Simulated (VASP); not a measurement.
CuGe4: single point with PBE+D3(BJ)

System: CuGe4, a slab with vacuum.

```
Ge Cu
1.0
     4.03036    0.00000    0.00000
    -2.01518    3.49039    0.00000
     0.00000    0.00000   21.49841
Ge Cu
4 1
Direct
  0.33333 0.66667 0.18606
  0.00000 0.00000 0.22433
  0.00000 0.00000 0.34592
  0.66667 0.33333 0.38135
  0.00000 0.00000 0.53485
```

```
Program                : VASP 6.6.1
Task                   : single point
Functional             : PBE
Dispersion             : D3(BJ)
Potentials or basis    : VASP PAW PBE potentials, release 64 (Ge_d, Cu)
Cutoff                 : 520 eV
k mesh                 : 9 × 9 × 1
Occupations            : gaussian, width 0.1 eV
Spin                   : no spin polarisation
Dipole correction      : yes
Further INCAR settings : ALGO = Normal; EDIFF = 1e-06; NBANDS = 42
```

- Largest force: 0.400 eV/Å
- Band gap on the k mesh: zero (an odd number of electrons rules out a gap without spin polarisation)
- Dispersion energy per atom: -0.232 eV

Forces in eV/Å, atoms in the order of the input:
```
Ge   0.000  0.000  0.171
Ge   0.000  0.000 -0.137
Ge   0.000  0.000 -0.031
Ge   0.000  0.000  0.397
Cu   0.000  0.000 -0.400
```

Levels at points of the mesh, in eV from the Fermi level:
| k point | band 31 | band 32 | band 33 | band 34 | band 35 | band 36 |
| --- | --- | --- | --- | --- | --- | --- |
| (0.00, 0.00, 0.00) | -0.57 | -0.57 | 0.03 | 0.03 | 0.65 | 1.14 |

Run time: 3.9 min on 1 thread of Intel(R) Xeon(R) 6975P-C (Granite Rapids), on a shared host, peak memory 0.43 GiB.
